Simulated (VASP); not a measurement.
# CsH (I4/mmm) in VASP: notebook

The runs below take CsH through single point, with r2SCAN.

All numbers are computed with VASP 6.6.1; they aren't measurements. Logs are shortened: lines on timing, memory, paths and dates and some standing lists are left out, and cuts for length are marked.

### Step 1. The cell of the first run

Symmetry: I4/mmm, No. 139, tetragonal system. Conventional cell: a = 4.418 Å, b = 4.418 Å, c = 6.402 Å, α = 90.00°, β = 90.00°, γ = 90.00°. Within 4.1 Å of Cs (site symmetry 4/mmm) lie 6 H at 3.12 to 3.20 Å. Within 4.1 Å of H (site symmetry 4/mmm) lie 6 Cs at 3.12 to 3.20 Å.

### Step 2. Single point, r2SCAN (biaxial strain in the a-b plane: -2.0 %, then relaxed in part)

Contents of POSCAR:

```
CsH
1.0
    3.1242400000      3.1242400000      0.0000000000
   -3.1242400000      3.1242400000      0.0000000000
    0.0000000000      0.0000000000      6.4016366624
Cs H
2 2
Direct
    0.0000000000      0.0000000000      0.0000000000
    0.5000000000      0.5000000000      0.5000000000
    0.5000000000      0.5000000000      0.0000000000
    0.0000000000      0.0000000000      0.5000000000
```

Contents of INCAR.step1:

```
ALGO = Normal
EDIFF = 1E-4
ENCUT = 520
GGA = PE
ISMEAR = 0
LASPH = T
LCHARG = F
LREAL = F
LWAVE = T
NBANDS = 18
NELM = 60
PREC = Accurate
SIGMA = 0.02
```

Contents of INCAR.step2:

```
ALGO = Normal
EDIFF = 1E-6
ENCUT = 520
ISIF = 2
ISMEAR = 0
ISTART = 1
LASPH = T
LCHARG = F
LMIXTAU = T
LREAL = F
LWAVE = F
METAGGA = R2SCAN
NBANDS = 18
NELM = 60
PREC = Accurate
SIGMA = 0.02
```

Contents of KPOINTS:

```
k-points
0
Gamma
  6 6 4
```

Potentials or basis: VASP PAW PBE potentials, release 64 (Cs_sv, H).

Command:

```bash
$ cat potpaw_PBE.64/Cs_sv/POTCAR potpaw_PBE.64/H/POTCAR > POTCAR
$ cp INCAR.step1 INCAR
$ mpirun -np 1 vasp_std > vasp.out
$ cp INCAR.step2 INCAR
$ mpirun -np 1 vasp_std > vasp.out
```

OUTCAR:

```text
EDIFF = 1E-6
   ENCUT = 520
   ISIF = 2
   ISMEAR = 0
   ISTART = 1
   LASPH = T
   LREAL = F
   METAGGA = R2SCAN
   NELM = 60
   PREC = Accurate

 ion  position               nearest neighbor table
   1  0.000  0.000  0.000-
   2  0.500  0.500  0.500-
   3  0.500  0.500  0.000-
   4  0.000  0.000  0.500-

  LATTYP: Found a simple tetragonal cell.
 ALAT       =     4.4183425801
 C/A-ratio  =     1.4488773893

  Lattice vectors:

 A1 = (   3.1242400000,   3.1242400000,   0.0000000000)
 A2 = (  -3.1242400000,   3.1242400000,   0.0000000000)
 A3 = (   0.0000000000,   0.0000000000,   6.4016366624)

Analysis of symmetry for initial positions (statically):
=====================================================================
 Subroutine PRICEL returns following result:

  LATTYP: Found a body centered tetragonal cell.
 ALAT       =     4.4183425801
 C/A-ratio  =     1.4488773893

  Lattice vectors:

 A1 = (   3.1242400000,   0.0000000000,  -3.2008183312)
 A2 = (  -3.1242400000,   0.0000000000,  -3.2008183312)
 A3 = (   0.0000000000,   3.1242400000,   3.2008183312)

   2 primitive cells build up your supercell.

 Routine SETGRP: Setting up the symmetry group for a
 simple tetragonal supercell.

 Subroutine GETGRP returns: Found 16 space group operations
 (whereof 16 operations were pure point group operations)
 out of a pool of 16 trial point group operations.

The static configuration has the point symmetry D_4h.

Analysis of symmetry for dynamics (positions and initial velocities):
=====================================================================
 Subroutine PRICEL returns following result:

  LATTYP: Found a body centered tetragonal cell.
 ALAT       =     4.4183425801
 C/A-ratio  =     1.4488773893

  Lattice vectors:

 A1 = (   3.1242400000,   0.0000000000,  -3.2008183312)
 A2 = (  -3.1242400000,   0.0000000000,  -3.2008183312)
 A3 = (   0.0000000000,   3.1242400000,   3.2008183312)

   2 primitive cells build up your supercell.

 Routine SETGRP: Setting up the symmetry group for a
[... 92 lines left out ...]
   dimension x,y,z NGXF=    72 NGYF=   72 NGZF=   96
   ions per type =               2   2
   NGX,Y,Z   is equivalent  to a cutoff of  13.55, 13.55, 12.47 a.u.
   NGXF,Y,Z  is equivalent  to a cutoff of  27.09, 27.09, 24.93 a.u.
 SYSTEM =  unknown system
   PREC   = accura    normal or accurate (medium, high low for compatibility)
   ISTART =      1    job   : 0-new  1-cont  2-samecut
   ICHARG =      0    charge: 1-file 2-atom 10-const
   ISPIN  =      1    spin polarized calculation?
   LNONCOLLINEAR =      F non collinear calculations
   LSORBIT =      F    spin-orbit coupling
   LASPH  =      T    aspherical Exc in radial PAW
   ENCUT  =  520.0 eV  38.22 Ry    6.18 a.u.   8.22  8.22 11.90*2*pi/ulx,y,z
   NELM   =     60;   NELMIN=  2; NELMDL=  0     # of ELM steps
   EDIFF  = 0.1E-05   stopping-criterion for ELM
   LREAL  =      F    real-space projection
   EDIFFG = 0.1E-04   stopping-criterion for IOM
   NSW    =      0    number of steps for IOM
   IBRION =     -1    ionic relax: 0-MD 1-quasi-New 2-CG
   NFREE  =      0    steps in history (QN), initial steepest desc. (CG)
   ISIF   =      2    stress and relaxation
   ISYM   =      2    0-nonsym 1-usesym 2-fastsym
   POTIM  = 0.5000    time-step for ionic-motion
   TEBEG  =    0.0;   TEEND  =   0.0 temperature during run
   PSTRESS=    0.0 pullay stress
   NELECT =      20.0000    total number of electrons
   NUPDOWN=      -1.0000    fix difference up-down
   EMIN   =  10.00;   EMAX   =-10.00  energy-range for DOS
   EFERMI =   0.00;   METHOD = LEGACY
   ISMEAR =     0;   SIGMA  =   0.02  broadening in eV -4-tet -1-fermi 0-gaus
   EFERMI_NEDOS =   21; number of points for ismear=-14 and -15
   IALGO  =     38    algorithm
   IMIX   =      4    mixing-type and parameters
     AMIX     =   0.40;   BMIX     =  1.00
     AMIX_MAG =   1.60;   BMIX_MAG =  1.00
  volume/ion in A,a.u.               =      31.24       210.84
  Fermi-wavevector in a.u.,A,eV,Ry     =   0.888822  1.679630 10.748669  0.790005
  Thomas-Fermi vector in A             =   2.010302
   LORBIT       =      0    0 simple, 1 ext, 2 COOP (PROOUT), +10 PAW based schemes
   METAGGA = R2SCAN    functional components
   LHFCALC =     F    Hartree Fock is set to
   AEXX    =    0.0000 exact exchange contribution
   IVDW    =     0    specifies the selected vdW correction
   LEPSILON=     F    determine dielectric tensor
   LRPA    =     F    only Hartree local field effects (RPA)
 non-spin polarized calculation
 Gauss-broadening in eV      SIGMA  =   0.02
  energy-cutoff  :      520.00
  volume of cell :      124.97
 maximum number of plane-waves:      3392
 NGX is ok and might be reduce to    36
   NGX = 17   NGY = 17   NGZ = 23

 number of electron      19.9999998 magnetization

 Free energy of the ion-electron system (eV)
  ---------------------------------------------------
  ext. energy  EPLUGINS =         0.00000000
  ---------------------------------------------------
  free energy    TOTEN  =       -57.96582235 eV

  energy without entropy =      -57.96582235  energy(sigma->0) =      -57.96582235

 E-fermi :   0.2242     XC(G=0):  -7.7030

 val. band max:        0.0679288796   @ k =   0.5000   0.0000   0.5000
 cond. band min:       2.6837405540   @ k =   0.5000   0.0000   0.5000
 fundamental gap:      2.6158116743
 Fermi energy:         0.2242169997

 k-point     1 :       0.0000    0.0000    0.0000
  band No.  band energies     occupation
      1     -22.0248      2.00000
      2     -21.9069      2.00000
      3      -8.8716      2.00000
      4      -8.3390      2.00000
      5      -8.3390      2.00000
      6      -8.0905      2.00000
[... 481 lines left out ...]
      5      -8.1961      2.00000
      6      -8.1961      2.00000
[... 10 lines left out ...]
     17       7.9803      0.00000
     18       7.9803      0.00000

 [... further k-points ...]
[... 5 lines left out ...]
  --------------------------------------------------------------------------------------
  -------------------------------------------------------------------------------------
  Total        0.5104592      0.5104592      0.0248932      0.0000000      0.0000000      0.0000000
  in kB        6.5442798      6.5442798      0.3191408      0.0000000      0.0000000      0.0000000
  external PRESSURE =       4.4692335 kB  Pullay stress =       0.0000000 kB

 VOLUME and BASIS-vectors are now :
 -----------------------------------------------------------------------------
  energy-cutoff  :      520.00
  volume of cell :      124.97
      direct lattice vectors                 reciprocal lattice vectors
     3.124240000  3.124240000  0.000000000     0.160038921  0.160038921  0.000000000
    -3.124240000  3.124240000  0.000000000    -0.160038921  0.160038921  0.000000000
     0.000000000  0.000000000  6.401636662     0.000000000  0.000000000  0.156210053

 POSITION                                       TOTAL-FORCE (eV/Angst)
 -----------------------------------------------------------------------------------
      0.00000      0.00000      0.00000         0.000000      0.000000     -0.000000
      0.00000      3.12424      3.20082         0.000000     -0.000000      0.000000
      0.00000      3.12424      0.00000        -0.000000     -0.000000     -0.000000
      0.00000      0.00000      3.20082        -0.000000     -0.000000     -0.000000
 -----------------------------------------------------------------------------------
    total drift:                               -0.000000      0.000000      0.000000

  FREE ENERGIE OF THE ION-ELECTRON SYSTEM (eV)
  ---------------------------------------------------
  free  energy   TOTEN  =       -57.9658223476 eV

  energy  without entropy=      -57.9658223476  energy(sigma->0) =      -57.96582235
```

OUTCAR.step1:

```text
EDIFF = 1E-4
   ENCUT = 520
   GGA = PE
   ISMEAR = 0
[... 752 lines left out ...]
      0.00000      0.00000      0.00000         0.000000     -0.000000     -0.000000
      0.00000      3.12424      3.20082        -0.000000     -0.000000      0.000000
      0.00000      3.12424      0.00000         0.000000      0.000000     -0.000000
      0.00000      0.00000      3.20082         0.000000      0.000000     -0.000000
 -----------------------------------------------------------------------------------
    total drift:                               -0.000000      0.000000      0.000000

  FREE ENERGIE OF THE ION-ELECTRON SYSTEM (eV)
  ---------------------------------------------------
  free  energy   TOTEN  =        -9.0808497772 eV

  energy  without entropy=       -9.0808497772  energy(sigma->0) =       -9.08084978
```

It took 3 min on 1 thread of Intel Xeon 6975P-C (Granite Rapids), shared host; peak memory 0.27 GiB.

Results:

| Property | Result |
| --- | --- |
| Free energy | -57.9658 eV |
| Pressure | 0.4 GPa |
| Band gap on the k mesh | 2.62 eV |

Caveat: the cell differs from its parent crystal (biaxial strain in the a-b plane: -2.0 %, then relaxed in part); the PAW data sets were made with another functional, which shifts forces and pressure a little; spin-orbit coupling is left out, which moves the levels of the heavy elements. A k mesh can miss the band edges.

### Step 3. Single point, r2SCAN

POSCAR is that of step 2.

Contents of INCAR.step1:

```
SYSTEM = CsH
ALGO = Normal ; EDIFF = 1E-4
ENCUT = 520 ; GGA = PE
ISMEAR = 0 ; LASPH = .TRUE.
LCHARG = .FALSE. ; LREAL = .FALSE.
LWAVE = .TRUE. ; NBANDS = 18
NELM = 60 ; PREC = Accurate
SIGMA = 0.02
```

Contents of INCAR.step2:

```
SYSTEM = CsH
ALGO = Normal ; EDIFF = 1E-6
ENCUT = 520 ; ISIF = 2
ISMEAR = 0 ; ISTART = 1
LASPH = .TRUE. ; LCHARG = .FALSE.
LMIXTAU = .TRUE. ; LREAL = .FALSE.
LWAVE = .FALSE. ; METAGGA = R2SCAN
NBANDS = 18 ; NELM = 60
PREC = Accurate ; SIGMA = 0.02
```

Contents of KPOINTS:

```
k-points
0
G
  6 6 4
  0 0 0
```

Potentials or basis: VASP PAW PBE potentials, release 64 (Cs_sv, H).

Command:

```bash
$ cat potpaw_PBE.64/Cs_sv/POTCAR potpaw_PBE.64/H/POTCAR > POTCAR
$ cp INCAR.step1 INCAR
$ mpirun -np 1 vasp_std > vasp.out
$ cp INCAR.step2 INCAR
$ mpirun -np 1 vasp_std > vasp.out
```

It took 2.9 min on 1 thread of Intel Xeon 6975P-C (Granite Rapids), shared host; peak memory 0.28 GiB.

The run converged. Its results:

```yaml
Free_energy: -57.9658 eV
Pressure: 0.4 GPa
Band_gap_on_the_k_mesh: 2.62 eV
```

Stress tensor (GPa, compression positive):
```
0.65 0.00 0.00
0.00 0.65 0.00
0.00 0.00 0.03
```

Levels at points of the mesh, in eV from the valence-band top:
| k point | band 7 | band 8 | band 9 | band 10 | band 11 | band 12 | band 13 | band 14 |
| --- | --- | --- | --- | --- | --- | --- | --- | --- |
| (0.00, 0.00, 0.00) | -8.13 | -8.13 | -1.73 | -1.26 | 3.48 | 5.61 | 5.72 | 5.72 |
| (0.50, 0.00, 0.00) | -8.22 | -8.22 | -0.40 | -0.40 | 3.72 | 3.72 | 4.45 | 4.45 |
| (0.50, 0.50, 0.00) | -8.45 | -8.45 | -1.26 | -1.26 | 3.40 | 3.40 | 6.31 | 6.31 |
| (0.00, 0.00, 0.50) | -8.27 | -8.27 | -1.05 | -1.05 | 4.25 | 4.25 | 4.76 | 4.76 |
| (0.50, 0.00, 0.50) | -8.22 | -8.22 | 0.00 | 0.00 | 2.62 | 2.62 | 5.15 | 5.15 |
| (0.50, 0.50, 0.50) | -8.49 | -8.49 | -0.85 | -0.85 | 4.58 | 4.58 | 4.58 | 4.58 |

Caveat: the PAW data sets were made with another functional, which shifts forces and pressure a little; spin-orbit coupling is left out, which moves the levels of the heavy elements. r2SCAN opens gaps a little over a GGA but as a rule still falls short of measured ones.
